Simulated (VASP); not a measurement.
A run of VASP 6.6.1:

POSCAR

```
Ga4AsP3
1.0
    3.8939028371      0.0000000000      0.0000000000
    0.0000000000      3.8939028371      0.0000000000
    0.0000000000      0.0000000000     10.9986681304
P Ga As
3 4 1
Direct
    0.0000000000      0.0000000000      0.2457075641
    0.5000000000      0.5000000000      0.0000000000
    0.0000000000      0.0000000000      0.7542924359
    0.0000000000      0.5000000000      0.1227669783
    0.5000000000      0.0000000000      0.8772330217
    0.0000000000      0.5000000000      0.6315730430
    0.5000000000      0.0000000000      0.3684269570
    0.5000000000      0.5000000000      0.5000000000
```

Contents of INCAR.step1:

```
ALGO = Normal
EDIFF = 1E-4
ENCUT = 520
GGA = PE
ISMEAR = 0
LASPH = True
LCHARG = False
LREAL = False
LWAVE = True
NBANDS = 46
NELM = 80
PREC = Accurate
SIGMA = 0.01
```

Contents of INCAR.step2:

```
ALGO = Normal
EDIFF = 1E-6
ENCUT = 520
ISIF = 2
ISMEAR = 0
ISTART = 1
LASPH = True
LCHARG = False
LMIXTAU = True
LREAL = False
LWAVE = False
METAGGA = R2SCAN
NBANDS = 46
NELM = 80
PREC = Accurate
SIGMA = 0.01
```

The input KPOINTS:

```
k-points
0
Gamma
  6 6 2
```

Potentials or basis: VASP PAW PBE potentials, release 64 (P, Ga_d, As).

The run is started by

```sh
$ cat potpaw_PBE.64/P/POTCAR potpaw_PBE.64/Ga_d/POTCAR potpaw_PBE.64/As/POTCAR > POTCAR
$ cp INCAR.step1 INCAR
$ mpirun -np 1 vasp_std > vasp.out
$ cp INCAR.step2 INCAR
$ mpirun -np 1 vasp_std > vasp.out
```

Hardware: 1 thread of Intel(R) Xeon(R) 6975P-C (Granite Rapids), with other jobs on the host.

Estimate the wall time of this run.

Wall time 4.1 min on 1 thread of Intel(R) Xeon(R) 6975P-C (Granite Rapids), with other jobs on the host, peak memory 0.37 GiB. Counts: k points 20.
